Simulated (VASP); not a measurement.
# TaN (C2/c) in VASP: single point with PBE

Aim: the single point of TaN with PBE.

All numbers are computed with VASP 6.6.1; they aren't measurements. Logs are shortened: lines on timing, memory, paths and dates and some standing lists are left out, and cuts for length are marked.

### Step 1. The cell of the first run

It takes space group C2/c (No. 15, monoclinic). The conventional cell has a = 3.133 Å, b = 5.268 Å, c = 4.951 Å, α = 90.00°, β = 92.60°, γ = 90.00°. Within 2.8 Å of Ta (site symmetry -1) lie 6 N at 2.12 to 2.20 Å and 2 Ta at 2.48 Å. N (site symmetry 2) has 6 Ta at 2.12 to 2.20 Å within 2.8 Å.

### Step 2. Single point, PBE (strained and its atoms moved)

The input, INCAR:

```
  PREC = Accurate
  ENCUT = 520
  EDIFF = 1E-6
  ISMEAR = 0
  SIGMA = 0.1
  LREAL = False
  LASPH = True
  NELM = 60
  ALGO = Normal
  ISIF = 2
  LWAVE = False
  LCHARG = False
  GGA = PE
  NBANDS = 24
```

The input, KPOINTS:

```
regular mesh
0
Gamma
  14 14 8
```

The input, POSCAR:

```
TaN
1.0
    3.0641563891     -0.0393497055      0.0352044229
   -1.5661560392      2.7126692658     -0.0703951543
    0.0568029000     -0.0983600000      4.9492293000
Ta N
2 2
Direct
    0.0000000000      0.0000000000      0.0000000000
    0.0000000000      0.0000000000      0.5000000000
    0.3172605764      0.6586302882      0.2500000000
    0.6827394236      0.3413697118      0.7500000000
```

Potentials or basis: VASP PAW PBE potentials, release 64 (Ta_pv, N).

On the command line:

```sh
$ cat potpaw_PBE.64/Ta_pv/POTCAR potpaw_PBE.64/N/POTCAR > POTCAR
$ mpirun -np 1 vasp_std > vasp.out
```

OUTCAR:

```text
PREC = Accurate
   ENCUT = 520
   EDIFF = 1E-6
   ISMEAR = 0
   LREAL = False
   LASPH = True
   NELM = 60
   ISIF = 2
   GGA = PE

 ion  position               nearest neighbor table
   1  0.000  0.000  0.000-   3 2.12   4 2.12   4 2.18   3 2.18   3 2.20   4 2.20   2 2.48   2 2.48

   2  0.000  0.000  0.500-   3 2.12   4 2.12   4 2.18   3 2.18   4 2.20   3 2.20   1 2.48   1 2.48

   3  0.317  0.659  0.250-   2 2.12   1 2.12   1 2.18   2 2.18   2 2.20   1 2.20
   4  0.683  0.341  0.750-   2 2.12   1 2.12   1 2.18   2 2.18   2 2.20   1 2.20

  LATTYP: Found a base centered monoclinic cell.
 ALAT       =     3.1331094399
 B/A-ratio  =     1.6813739387
 C/A-ratio  =     1.5800700817
 COS(beta)  =    -0.0454001732

  Lattice vectors:

 A1 = (   1.4980003499,   2.6733195603,  -0.0351907314)
 A2 = (  -3.0641563891,   0.0393497055,  -0.0352044229)
 A3 = (   0.0568029000,  -0.0983600000,   4.9492293000)

Analysis of symmetry for initial positions (statically):
=====================================================================
 Subroutine PRICEL returns:
 Original cell was already a primitive cell.

 Routine SETGRP: Setting up the symmetry group for a
 base centered monoclinic supercell.

 Subroutine GETGRP returns: Found  4 space group operations
 (whereof  2 operations were pure point group operations)
 out of a pool of  4 trial point group operations.

The static configuration has the point symmetry S_2 .
 The point group associated with its full space group is C_2h.

Analysis of symmetry for dynamics (positions and initial velocities):
=====================================================================
 Subroutine PRICEL returns:
 Original cell was already a primitive cell.

 Routine SETGRP: Setting up the symmetry group for a
 base centered monoclinic supercell.

 Subroutine GETGRP returns: Found  4 space group operations
 (whereof  2 operations were pure point group operations)
 out of a pool of  4 trial point group operations.

The dynamic configuration has the point symmetry S_2 .
 The point group associated with its full space group is C_2h.

 Subroutine INISYM returns: Found  4 space group operations
 (whereof  2 operations are pure point group operations),
 and found     1 'primitive' translations

----------------------------------------------------------------------------------------

                                     Primitive cell
[... 94 lines left out ...]
   NELM   =     60;   NELMIN=  2; NELMDL= -5     # of ELM steps
   EDIFF  = 0.1E-05   stopping-criterion for ELM
   LREAL  =      F    real-space projection
   EDIFFG = 0.1E-04   stopping-criterion for IOM
   NSW    =      0    number of steps for IOM
   IBRION =     -1    ionic relax: 0-MD 1-quasi-New 2-CG
   NFREE  =      0    steps in history (QN), initial steepest desc. (CG)
   ISIF   =      2    stress and relaxation
   ISYM   =      2    0-nonsym 1-usesym 2-fastsym
   POTIM  = 0.5000    time-step for ionic-motion
   TEBEG  =    0.0;   TEEND  =   0.0 temperature during run
   PSTRESS=    0.0 pullay stress
   NELECT =      32.0000    total number of electrons
   NUPDOWN=      -1.0000    fix difference up-down
   EMIN   =  10.00;   EMAX   =-10.00  energy-range for DOS
   EFERMI =   0.00;   METHOD = LEGACY
   ISMEAR =     0;   SIGMA  =   0.10  broadening in eV -4-tet -1-fermi 0-gaus
   EFERMI_NEDOS =   21; number of points for ismear=-14 and -15
   IALGO  =     38    algorithm
   IMIX   =      4    mixing-type and parameters
     AMIX     =   0.40;   BMIX     =  1.00
     AMIX_MAG =   1.60;   BMIX_MAG =  1.00
  volume/ion in A,a.u.               =      10.20        68.85
  Fermi-wavevector in a.u.,A,eV,Ry     =   1.509599  2.852729 31.006186  2.278890
  Thomas-Fermi vector in A             =   2.619900
   LORBIT       =      0    0 simple, 1 ext, 2 COOP (PROOUT), +10 PAW based schemes
   GGA     = PE    functional components
   LHFCALC =     F    Hartree Fock is set to
   AEXX    =    0.0000 exact exchange contribution
   IVDW    =     0    specifies the selected vdW correction
   LEPSILON=     F    determine dielectric tensor
   LRPA    =     F    only Hartree local field effects (RPA)
 non-spin polarized calculation
 Gauss-broadening in eV      SIGMA  =   0.10
  energy-cutoff  :      520.00
  volume of cell :       40.81
 maximum number of plane-waves:      1116
   NGX = 11   NGY = 11   NGZ = 19

 number of electron      32.0000002 magnetization

 Free energy of the ion-electron system (eV)
  ---------------------------------------------------
  ext. energy  EPLUGINS =         0.00000000
  ---------------------------------------------------
  free energy    TOTEN  =       -41.55925147 eV

  energy without entropy =      -41.54899096  energy(sigma->0) =      -41.55412122

 E-fermi :   9.5497     XC(G=0): -13.5695

 val. band max:        9.5497423659   @ k =   0.0714   0.1429   0.5000
 cond. band min:       9.5533953301   @ k =   0.2143   0.2143   0.3750
 fundamental gap:      0.0036529642
 Fermi energy:         9.5497455284

 k-point     1 :       0.0000    0.0000    0.0000
  band No.  band energies     occupation
      1     -27.5446      2.00000
      2     -25.8700      2.00000
      3     -25.8208      2.00000
      4     -25.5144      2.00000
      5     -25.4756      2.00000
      6     -24.6829      2.00000
[... 637 lines left out ...]
     23      15.8365      0.00000
     24      16.1955      0.00000

 [... further k-points ...]

------------------------ aborting loop because EDIFF is reached ----------------------------------------

  FORCE on cell =-STRESS in cart. coord.  units (eV):
  Direction    XX          YY          ZZ          XY          YZ          ZX
  --------------------------------------------------------------------------------------
  -------------------------------------------------------------------------------------
  Total        4.9531848      5.4436866     25.0823641     -0.4247476      2.2858728     -1.3196563
  in kB      194.4490361    213.7048482    984.6677859    -16.6744746     89.7373676    -51.8062434
  external PRESSURE =     464.2738901 kB  Pullay stress =       0.0000000 kB

 VOLUME and BASIS-vectors are now :
 -----------------------------------------------------------------------------
  energy-cutoff  :      520.00
  volume of cell :       40.81
      direct lattice vectors                 reciprocal lattice vectors
     3.064156389 -0.039349705  0.035204423     0.328791864  0.189827526 -0.000000989
    -1.566156039  2.712669266 -0.070395154     0.004687037  0.371536864  0.007330056
     0.056802900 -0.098360000  4.949229300    -0.002272068  0.003934274  0.202155927

 POSITION                                       TOTAL-FORCE (eV/Angst)
 -----------------------------------------------------------------------------------
      0.00000      0.00000      0.00000         0.000000      0.000000      0.000000
      0.02840     -0.04918      2.47461         0.000000      0.000000      0.000000
     -0.04518      1.74957      1.20211         0.279450      0.161341      0.000001
      1.59998      0.82539      3.71193        -0.279450     -0.161341     -0.000001
 -----------------------------------------------------------------------------------
    total drift:                                0.000000     -0.000000      0.000000

  FREE ENERGIE OF THE ION-ELECTRON SYSTEM (eV)
  ---------------------------------------------------
  free  energy   TOTEN  =       -41.5592514699 eV

  energy  without entropy=      -41.5489909603  energy(sigma->0) =      -41.55412122
```

OSZICAR:

```text
N       E                     dE             d eps       ncg     rms          rms(c)
DAV:   1     0.272060072850E+03    0.27206E+03   -0.17339E+04 20592   0.142E+03
DAV:   2    -0.334007552527E+02   -0.30546E+03   -0.29111E+03 25064   0.414E+02
DAV:   3    -0.467432363351E+02   -0.13342E+02   -0.13125E+02 26160   0.844E+01
DAV:   4    -0.468947593748E+02   -0.15152E+00   -0.15114E+00 23192   0.933E+00
DAV:   5    -0.468968161424E+02   -0.20568E-02   -0.20561E-02 26608   0.881E-01    0.384E+01
DAV:   6    -0.417674705733E+02    0.51293E+01   -0.19736E+01 24912   0.306E+01    0.172E+01
DAV:   7    -0.416098565770E+02    0.15761E+00   -0.11182E+00 22728   0.777E+00    0.107E+01
DAV:   8    -0.415657267111E+02    0.44130E-01   -0.14284E-01 25624   0.291E+00    0.144E+00
DAV:   9    -0.415594033366E+02    0.63234E-02   -0.18118E-02 24912   0.857E-01    0.412E-01
DAV:  10    -0.415593193075E+02    0.84029E-04   -0.17504E-03 24744   0.351E-01    0.831E-02
DAV:  11    -0.415592504997E+02    0.68808E-04   -0.16110E-04 24736   0.104E-01    0.132E-02
DAV:  12    -0.415592514699E+02   -0.97023E-06   -0.67666E-06 24656   0.190E-02
   1 F= -.41559251E+02 E0= -.41554121E+02  d E =-.102605E-01
```

stdout:

```text
POSCAR found type information on POSCAR TaN
 POSCAR found :  2 types and       4 ions
 scaLAPACK will be used
 LDA part: xc-table for (Slater+PW92), standard interpolation
 POSCAR, INCAR and KPOINTS ok, starting setup
 FFT: planning ... GRIDC
 FFT: planning ... GRID_SOFT
 FFT: planning ... GRID
 WAVECAR not read
 entering main loop
```

It took 6.2 min on 1 thread of Intel Xeon 8259CL, shared host; peak memory 0.45 GiB.

What came out:

```yaml
Free_energy: -41.5593 eV
Pressure: 46.4 GPa
Largest_force: 0.323 eV/Å
Band_gap_on_the_k_mesh: zero (bands 16 and 17 overlap by 2.63 eV)
```

Forces in eV/Å, atoms in the order of the input:
```
Ta   0.000  0.000  0.000
Ta   0.000  0.000  0.000
N    0.279  0.161  0.000
N   -0.279 -0.161  0.000
```

Levels at points of the mesh, in eV from the Fermi level:
| k point | band 14 | band 15 | band 16 | band 17 | band 18 | band 19 |
| --- | --- | --- | --- | --- | --- | --- |
| (0.00, 0.00, 0.00) | -3.49 | -3.44 | -1.98 | -1.71 | -0.84 | -0.34 |
| (0.50, 0.00, 0.00) | -4.93 | -4.44 | 0.60 | 1.45 | 2.33 | 3.55 |
| (0.00, 0.50, 0.00) | -5.03 | -4.28 | 0.19 | 1.20 | 2.36 | 3.60 |
| (0.00, 0.00, 0.50) | -6.06 | -0.30 | -0.30 | 0.04 | 0.04 | 0.28 |
| (0.50, 0.00, 0.50) | -5.87 | -1.32 | -1.32 | 2.83 | 2.83 | 3.17 |
| (0.00, 0.50, 0.50) | -5.83 | -1.77 | -1.35 | 2.62 | 2.65 | 3.19 |

Caveat: the cell differs from its parent crystal (strained and its atoms moved); the cell stands under pressure; spin-orbit coupling is left out, which moves the levels of the heavy elements.
